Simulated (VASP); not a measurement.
# TaN (C222_1) in VASP: further runs

TaN is run at these levels: PBEsol; tasks: single point.

Everything below comes from runs of VASP 6.6.1. Logs are shortened: lines on timing, memory, paths and dates and some standing lists are left out, and cuts for length are marked.

### 1 The cell of the first run

Symmetry: C222_1, No. 20, orthorhombic system. Conventional cell: a = 2.966 Å, b = 5.138 Å, c = 5.860 Å, α = 90.00°, β = 90.00°, γ = 90.00°. Ta (site symmetry 2) has 6 N at 2.16 to 2.35 Å within 2.9 Å. Within 2.9 Å of N (site symmetry 2) lie 6 Ta at 2.16 to 2.35 Å.

### 2 Single point, PBEsol

The input, INCAR:

```
PREC = Accurate
ENCUT = 520
EDIFF = 1E-6
ISMEAR = 0
SIGMA = 0.15
LREAL = F
LASPH = T
NELM = 80
ALGO = Normal
ISIF = 2
LWAVE = F
LCHARG = T
GGA = PS
LELF = T
LVHAR = T
NBANDS = 24
```

The input, KPOINTS:

```
regular mesh
0
Gamma
  15 15 8
```

The input, POSCAR:

```
TaN
1.0
    2.9663217678      0.0000000000      0.0000000000
   -1.4831608839      2.5689100068      0.0000000000
    0.0000000000      0.0000000000      5.8600190937
Ta N
2 2
Direct
   -0.0491488825      0.0000000000      0.0000000000
    0.0491488825      0.0000000000      0.5000000000
    0.3333333333      0.6666666667      0.2500000000
    0.6666666667      0.3333333333      0.7500000000
```

Potentials or basis: VASP PAW PBE potentials, release 64 (Ta_pv, N).

On the command line:

```bash
$ cat potpaw_PBE.64/Ta_pv/POTCAR potpaw_PBE.64/N/POTCAR > POTCAR
$ mpirun -np 1 vasp_std > vasp.out
```

OUTCAR:

```text
PREC = Accurate
   ENCUT = 520
   EDIFF = 1E-6
   ISMEAR = 0
   LREAL = F
   LASPH = T
   NELM = 80
   ISIF = 2
   GGA = PS

 ion  position               nearest neighbor table
   1  0.951  0.000  0.000-   4 2.16   3 2.16   3 2.26   4 2.26   3 2.35   4 2.35   2 2.94   2 2.94

   2  0.049  0.000  0.500-   3 2.16   4 2.16   4 2.26   3 2.26   4 2.35   3 2.35   1 2.94   1 2.94

   3  0.333  0.667  0.250-   2 2.16   1 2.16   1 2.26   2 2.26   1 2.35   2 2.35
   4  0.667  0.333  0.750-   1 2.16   2 2.16   2 2.26   1 2.26   2 2.35   1 2.35

  LATTYP: Found a hexagonal cell.
 ALAT       =     2.9663217678
 C/A-ratio  =     1.9755170047

  Lattice vectors:

 A1 = (   2.9663217678,   0.0000000000,   0.0000000000)
 A2 = (  -1.4831608839,   2.5689100068,   0.0000000000)
 A3 = (   0.0000000000,   0.0000000000,   5.8600190937)

Analysis of symmetry for initial positions (statically):
=====================================================================
 Subroutine PRICEL returns:
 Original cell was already a primitive cell.

 Routine SETGRP: Setting up the symmetry group for a
 hexagonal supercell.

 Subroutine GETGRP returns: Found  4 space group operations
 (whereof  2 operations were pure point group operations)
 out of a pool of 24 trial point group operations.

The static configuration has the point symmetry C_2 .
 The point group associated with its full space group is D_2 .

Analysis of symmetry for dynamics (positions and initial velocities):
=====================================================================
 Subroutine PRICEL returns:
 Original cell was already a primitive cell.

 Routine SETGRP: Setting up the symmetry group for a
 hexagonal supercell.

 Subroutine GETGRP returns: Found  4 space group operations
 (whereof  2 operations were pure point group operations)
 out of a pool of 24 trial point group operations.

The dynamic configuration has the point symmetry C_2 .
 The point group associated with its full space group is D_2 .

 Subroutine INISYM returns: Found  4 space group operations
 (whereof  2 operations are pure point group operations),
 and found     1 'primitive' translations

----------------------------------------------------------------------------------------

                                     Primitive cell

  volume of cell :      44.6546

  direct lattice vectors                    reciprocal lattice vectors
     2.966321768  0.000000000  0.000000000     0.337117844  0.194635078  0.000000000
    -1.483160884  2.568910007  0.000000000     0.000000000  0.389270156  0.000000000
     0.000000000  0.000000000  5.860019094     0.000000000  0.000000000  0.170647908

  length of vectors
     2.966321768  2.966321768  5.860019094     0.389270156  0.389270156  0.170647908

  position of ions in fractional coordinates (direct lattice)
     0.950851118  0.000000000  0.000000000
     0.049148882  0.000000000  0.500000000
     0.333333333  0.666666667  0.250000000
     0.666666667  0.333333333  0.750000000

  ion indices of the primitive-cell ions
   primitive index   ion index
                 1           1
                 2           2
                 3           3
                 4           4

----------------------------------------------------------------------------------------

 KPOINTS: regular mesh

Automatic generation of k-mesh.
 Grid dimensions read from file:
 generate k-points for:   15   15    8

 Generating k-lattice:

  Cartesian coordinates                     Fractional coordinates (reciprocal lattice)
     0.022474523  0.012975672  0.000000000     0.066666667 -0.000000000  0.000000000
     0.000000000  0.025951344  0.000000000     0.000000000  0.066666667  0.000000000
     0.000000000  0.000000000  0.021330989     0.000000000  0.000000000  0.125000000

  Length of vectors
     0.025951344  0.025951344  0.021330989

  Shift w.r.t. Gamma in fractional coordinates (k-lattice)
     0.000000000  0.000000000  0.000000000

 Subroutine IBZKPT returns following result:
 ===========================================

 Found    320 irreducible k-points:

 Following reciprocal coordinates:
            Coordinates               Weight
  0.000000  0.000000  0.000000      1.000000
  0.066667  0.000000  0.000000      4.000000
  0.000000  0.066667  0.000000      2.000000
  0.133333  0.000000  0.000000      4.000000
  0.000000  0.133333  0.000000      2.000000
  0.200000  0.000000  0.000000      4.000000
[... 16 lines left out ...]
 -0.266667  0.200000  0.000000      4.000000
  0.266667  0.066667  0.000000      4.000000
 [... further k-points ...]
   k-points           NKPTS =    320   k-points in BZ     NKDIM =    320   number of bands    NBANDS=     24
   number of dos      NEDOS =    301   number of ions     NIONS =      4
   total plane-waves  NPLWV =  27648
   dimension x,y,z NGX =    24 NGY =   24 NGZ =   48
   dimension x,y,z NGXF=    48 NGYF=   48 NGZF=   96
   ions per type =               2   2
   NGX,Y,Z   is equivalent  to a cutoff of  13.45, 13.45, 13.62 a.u.
   NGXF,Y,Z  is equivalent  to a cutoff of  26.90, 26.90, 27.23 a.u.
 SYSTEM =  unknown system
   PREC   = accura    normal or accurate (medium, high low for compatibility)
   ISTART =      0    job   : 0-new  1-cont  2-samecut
   ICHARG =      2    charge: 1-file 2-atom 10-const
   ISPIN  =      1    spin polarized calculation?
   LNONCOLLINEAR =      F non collinear calculations
   LSORBIT =      F    spin-orbit coupling
   LASPH  =      T    aspherical Exc in radial PAW
   ENCUT  =  520.0 eV  38.22 Ry    6.18 a.u.   5.52  5.52 10.90*2*pi/ulx,y,z
   NELM   =     80;   NELMIN=  2; NELMDL= -5     # of ELM steps
   EDIFF  = 0.1E-05   stopping-criterion for ELM
   LREAL  =      F    real-space projection
   EDIFFG = 0.1E-04   stopping-criterion for IOM
   NSW    =      0    number of steps for IOM
   IBRION =     -1    ionic relax: 0-MD 1-quasi-New 2-CG
   NFREE  =      0    steps in history (QN), initial steepest desc. (CG)
   ISIF   =      2    stress and relaxation
   ISYM   =      2    0-nonsym 1-usesym 2-fastsym
   POTIM  = 0.5000    time-step for ionic-motion
   TEBEG  =    0.0;   TEEND  =   0.0 temperature during run
   PSTRESS=    0.0 pullay stress
   NELECT =      32.0000    total number of electrons
   NUPDOWN=      -1.0000    fix difference up-down
   EMIN   =  10.00;   EMAX   =-10.00  energy-range for DOS
   EFERMI =   0.00;   METHOD = LEGACY
   ISMEAR =     0;   SIGMA  =   0.15  broadening in eV -4-tet -1-fermi 0-gaus
   EFERMI_NEDOS =   21; number of points for ismear=-14 and -15
   IALGO  =     38    algorithm
   IMIX   =      4    mixing-type and parameters
     AMIX     =   0.40;   BMIX     =  1.00
     AMIX_MAG =   1.60;   BMIX_MAG =  1.00
  volume/ion in A,a.u.               =      11.16        75.34
  Fermi-wavevector in a.u.,A,eV,Ry     =   1.464995  2.768439 29.200958  2.146210
  Thomas-Fermi vector in A             =   2.580905
   LORBIT       =      0    0 simple, 1 ext, 2 COOP (PROOUT), +10 PAW based schemes
   GGA     = PS    functional components
   LHFCALC =     F    Hartree Fock is set to
   AEXX    =    0.0000 exact exchange contribution
   IVDW    =     0    specifies the selected vdW correction
   LEPSILON=     F    determine dielectric tensor
   LRPA    =     F    only Hartree local field effects (RPA)
 non-spin polarized calculation
 Gauss-broadening in eV      SIGMA  =   0.15
  energy-cutoff  :      520.00
  volume of cell :       44.65
 maximum number of plane-waves:      1245
 NGX is ok and might be reduce to    24
   NGX = 11   NGY = 11   NGZ = 21

 number of electron      32.0000003 magnetization

 Free energy of the ion-electron system (eV)
  ---------------------------------------------------
  ext. energy  EPLUGINS =         0.00000000
  ---------------------------------------------------
  free energy    TOTEN  =       -46.38223544 eV

  energy without entropy =      -46.36500873  energy(sigma->0) =      -46.37362208

 E-fermi :   7.8352     XC(G=0): -13.3017

 val. band max:        7.8351838039   @ k =   0.0667   0.0667   0.2500
 cond. band min:       7.8376331918   @ k =  -0.0667   0.2000   0.3750
 fundamental gap:      0.0024493879
 Fermi energy:         7.8352213989

 k-point     1 :       0.0000    0.0000    0.0000
  band No.  band energies     occupation
      1     -27.7922      2.00000
      2     -27.0273      2.00000
      3     -26.8612      2.00000
      4     -26.8537      2.00000
      5     -26.8070      2.00000
      6     -26.7908      2.00000
[... 16 lines left out ...]
     23      11.8217      0.00000
     24      13.5652      0.00000

 k-point     2 :       0.0667    0.0000    0.0000
  band No.  band energies     occupation
      1     -27.7821      2.00000
      2     -27.0220      2.00000
      3     -26.9037      2.00000
      4     -26.8648      2.00000
      5     -26.8437      2.00000
      6     -26.8024      2.00000
[... 16 lines left out ...]
     23      11.8124      0.00000
     24      13.4222      0.00000

 k-point     3 :       0.0000    0.0667    0.0000
  band No.  band energies     occupation
      1     -27.7823      2.00000
      2     -27.0218      2.00000
      3     -26.8978      2.00000
      4     -26.8706      2.00000
      5     -26.8307      2.00000
      6     -26.8158      2.00000
[... 16 lines left out ...]
     23      11.8415      0.00000
     24      13.4284      0.00000

 k-point     4 :       0.1333    0.0000    0.0000
  band No.  band energies     occupation
      1     -27.7533      2.00000
      2     -27.0267      2.00000
      3     -27.0068      2.00000
      4     -26.9538      2.00000
      5     -26.8917      2.00000
      6     -26.8279      2.00000
[... 16 lines left out ...]
     23      12.0222      0.00000
     24      13.2325      0.00000

 k-point     5 :       0.0000    0.1333    0.0000
  band No.  band energies     occupation
      1     -27.7540      2.00000
      2     -27.0205      2.00000
      3     -27.0066      2.00000
      4     -26.9417      2.00000
      5     -26.8970      2.00000
      6     -26.8407      2.00000
[... 16 lines left out ...]
     23      12.0421      0.00000
     24      13.1861      0.00000

 k-point     6 :       0.2000    0.0000    0.0000
  band No.  band energies     occupation
      1     -27.7105      2.00000
      2     -27.2022      2.00000
      3     -27.1139      2.00000
      4     -26.9852      2.00000
      5     -26.9308      2.00000
      6     -26.8641      2.00000
[... 16 lines left out ...]
     23      12.5134      0.00000
     24      13.4800      0.00000
[... 379 lines left out ...]
 k-point    21 :       0.2000    0.0667    0.0000
  band No.  band energies     occupation
      1     -27.6812      2.00000
      2     -27.3095      2.00000
      3     -27.2116      2.00000
      4     -26.9705      2.00000
      5     -26.9690      2.00000
      6     -26.9012      2.00000
[... 16 lines left out ...]
     23      12.9471      0.00000
     24      13.5610      0.00000

 k-point    22 :      -0.0667    0.2667    0.0000
  band No.  band energies     occupation
      1     -27.6828      2.00000
      2     -27.3057      2.00000
      3     -27.2040      2.00000
      4     -26.9754      2.00000
      5     -26.9650      2.00000
      6     -26.9110      2.00000
[... 16 lines left out ...]
     23      12.9443      0.00000
     24      13.4564      0.00000

 k-point    23 :      -0.2667    0.2000    0.0000
  band No.  band energies     occupation
      1     -27.6802      2.00000
      2     -27.3125      2.00000
      3     -27.2154      2.00000
      4     -26.9741      2.00000
      5     -26.9634      2.00000
      6     -26.8969      2.00000
[... 16 lines left out ...]
     23      12.8758      0.00000
     24      13.5364      0.00000

 k-point    24 :       0.2667    0.0667    0.0000
  band No.  band energies     occupation
      1     -27.6327      2.00000
      2     -27.4923      2.00000
      3     -27.3811      2.00000
      4     -27.0183      2.00000
      5     -26.9514      2.00000
      6     -26.9387      2.00000
[... 16 lines left out ...]
     23      13.6530      0.00000
     24      14.0896      0.00000

 [... further k-points ...]
[... 5 lines left out ...]
  --------------------------------------------------------------------------------------
  -------------------------------------------------------------------------------------
  Total       -4.3806436     -4.8315260     -0.7963934      0.0000000      0.0000000      0.0000000
  in kB     -157.1745857   -173.3519454    -28.5740650      0.0000000      0.0000000      0.0000000
  external PRESSURE =    -119.7001987 kB  Pullay stress =       0.0000000 kB

 VOLUME and BASIS-vectors are now :
 -----------------------------------------------------------------------------
  energy-cutoff  :      520.00
  volume of cell :       44.65
      direct lattice vectors                 reciprocal lattice vectors
     2.966321768  0.000000000  0.000000000     0.337117844  0.194635078  0.000000000
    -1.483160884  2.568910007  0.000000000     0.000000000  0.389270156  0.000000000
     0.000000000  0.000000000  5.860019094     0.000000000  0.000000000  0.170647908

 POSITION                                       TOTAL-FORCE (eV/Angst)
 -----------------------------------------------------------------------------------
      2.82053      0.00000      0.00000         1.729275      0.000000      0.000000
      0.14579      0.00000      2.93001        -1.729275      0.000000      0.000000
     -0.00000      1.71261      1.46500        -0.000000     -0.112973      0.000000
      1.48316      0.85630      4.39501        -0.000000      0.112973      0.000000
 -----------------------------------------------------------------------------------
    total drift:                               -0.000000     -0.000000      0.000000

  FREE ENERGIE OF THE ION-ELECTRON SYSTEM (eV)
  ---------------------------------------------------
  free  energy   TOTEN  =       -46.3822354360 eV

  energy  without entropy=      -46.3650087257  energy(sigma->0) =      -46.37362208
```

Run time: 3.1 min. Hardware: 1 thread of Intel Xeon Platinum 8488C (Sapphire Rapids), shared host; peak memory 0.4 GiB.

What came out:

```
Free energy            : -46.3822 eV
Pressure               : -12.0 GPa
Largest force          : 1.729 eV/Å
Band gap on the k mesh : zero (band 16 reaches 8.26 eV, above the bottom of band 17 at 7.51 eV)
```

Forces on the atoms (eV/Å):
```
Ta   1.729  0.000  0.000
Ta  -1.729  0.000  0.000
N    0.000 -0.113  0.000
N    0.000  0.113  0.000
```

Levels at points of the mesh, in eV from the Fermi level:
```tsv
k point	band 12	band 13	band 14	band 15	band 16	band 17	band 18	band 19	band 20	band 21
(0.00, 0.00, 0.00)	-4.11	-3.41	-2.40	-2.35	-0.35	-0.27	0.35	0.47	2.57	2.65
(0.00, 0.00, 0.50)	-4.09	-4.06	-4.06	-0.53	-0.53	0.86	0.86	0.88	0.88	3.97
```

Caveat: the PAW data sets were made with another functional, which shifts forces and pressure a little; spin-orbit coupling is left out, which moves the levels of the heavy elements.

### 3 Single point, PBEsol

The input, INCAR:

```
SYSTEM = TaN
PREC = Accurate
ENCUT = 520
EDIFF = 1E-7
ISMEAR = 0
SIGMA = 0.15
LREAL = .FALSE.
LASPH = .TRUE.
NELM = 80
ALGO = Normal
ISIF = 2
LWAVE = .FALSE.
LCHARG = .TRUE.
GGA = PS
LELF = .TRUE.
LVHAR = .TRUE.
NBANDS = 24
```

The input, KPOINTS:

```
Automatic mesh
0
G
  15 15 8
  0 0 0
```

POSCAR, as its differences from that of step 2:

```diff
@@ -8,4 +8,4 @@
 Direct
-   -0.0491488825      0.0000000000      0.0000000000
-    0.0491488825      0.0000000000      0.5000000000
+   -0.0327774590      0.0000000000      0.0000000000
+    0.0327774590      0.0000000000      0.5000000000
     0.3333333333      0.6666666667      0.2500000000
```

Potentials or basis: VASP PAW PBE potentials, release 64 (Ta_pv, N).

On the command line:

```bash
$ cat potpaw_PBE.64/Ta_pv/POTCAR potpaw_PBE.64/N/POTCAR > POTCAR
$ mpirun -np 1 vasp_std > vasp.out
```

Run time: 3.1 min. Hardware: 1 thread of Intel Xeon Platinum 8488C (Sapphire Rapids), shared host; peak memory 0.4 GiB.

The run converged. Its results:

```
Free energy            : -46.5243 eV
Pressure               : -13.6 GPa
Largest force          : 1.188 eV/Å
Band gap on the k mesh : zero (band 16 reaches 8.28 eV, above the bottom of band 17 at 7.45 eV)
```

Forces in eV/Å, atoms in the order of the input:
```
Ta   1.188  0.000  0.000
Ta  -1.188  0.000  0.000
N    0.000 -0.049  0.000
N    0.000  0.049  0.000
```

Stress tensor (GPa, compression positive):
```
-17.59   0.00   0.00
  0.00 -18.21   0.00
  0.00   0.00  -5.05
```

Levels at points of the mesh, in eV from the Fermi level:
```tsv
k point	band 12	band 13	band 14	band 15	band 16	band 17	band 18	band 19	band 20	band 21
(0.00, 0.00, 0.00)	-4.15	-3.42	-2.25	-2.23	-0.30	-0.27	0.35	0.40	2.63	2.66
(0.00, 0.00, 0.50)	-4.05	-4.03	-4.03	-0.54	-0.54	0.87	0.87	0.88	0.88	4.05
```

Caveat: the PAW data sets were made with another functional, which shifts forces and pressure a little; spin-orbit coupling is left out, which moves the levels of the heavy elements.

(Continued in part 2 of 2.)
